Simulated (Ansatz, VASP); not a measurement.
**One calculation of Hf, two programs**

Contents of INCAR:

```
SYSTEM = Hf
PREC = Accurate ; ENCUT = 520
EDIFF = 1E-6 ; ISMEAR = -1
SIGMA = 0.1 ; LREAL = .FALSE.
LASPH = .TRUE. ; NELM = 80
ALGO = Normal ; ISIF = 2
LWAVE = .FALSE. ; LCHARG = .FALSE.
GGA = RP ; NBANDS = 28
```

Contents of KPOINTS:

```
regular mesh
0
G
  13 13 4
  0 0 0
```

Contents of POSCAR:

```
Hf
1.0
    3.1394553004      0.0000000000      0.0000000000
   -1.5697276502      2.7188480442      0.0000000000
    0.0000000000      0.0000000000     10.0468230829
Hf
4
Direct
    1.0000000000      1.0000000000      0.0000000000
    0.0000000000      1.0000000000      0.5000000000
    0.3333333333      0.6666666667      0.2500000000
    0.6666666667      0.3333333333      0.7500000000
```

Input for Ansatz:

```yaml
crystal:
  lattice:
    - [3.1394553004, 0.0, 0.0]
    - [-1.5697276502, 2.7188480442, 0.0]
    - [0.0, 0.0, 10.0468230829]
  atoms:
    - { symbol: Hf, position: [1.0, 1.0, 0.0] }
    - { symbol: Hf, position: [0.0, 1.0, 0.5] }
    - { symbol: Hf, position: [0.3333333333, 0.6666666667, 0.25] }
    - { symbol: Hf, position: [0.6666666667, 0.3333333333, 0.75] }
hamiltonian:
  xc: rpbe
  pseudopotentials:
    kind: paw
    azcp:
      Hf: "pseudopotentials/Hf.paw.azcp"
basis:
  ecutwfc: 420
  fft_grid_basis: typed
kpoints:
  mp_grid: { grid: [13, 13, 4], shift: [0, 0, 0] }
magnetization:
  spin_polarized: false
scf:
  occupations: { method: fermi_dirac, width: 0.1 }
  lower_state_search: "off"
output:
  stress: true
```

Alike in both runs: task single point; functional RPBE; k mesh 13 × 13 × 4; occupations fermi-dirac, width 0.1 eV; no spin polarisation.

|  | VASP | Ansatz |
| --- | --- | --- |
| version | VASP 6.6.1 | Ansatz 0.2.0 |
| potentials or method | VASP PAW PBE potentials, release 64 (Hf_pv), cutoff 520 eV | plane waves (420 eV) with PAW, scalar-relativistic |
| valence electrons in the cell | 40 | 104 |

Ansatz gave:

```
pressure (GPa)                                                : 9.6
traceless stress, the component that is largest in VASP (GPa) : 0.00
```

Question: Estimate VASP's values.

Answer: Pressure (GPa): 9.1; traceless stress, the component that is largest in VASP (GPa): -0.06.

VASP's potentials were made for PBE, not for RPBE. VASP's potentials hold 40 valence electrons a cell and Ansatz's 104, so a difference there can come from the potentials and not from the codes.

Spin-orbit coupling is off throughout.
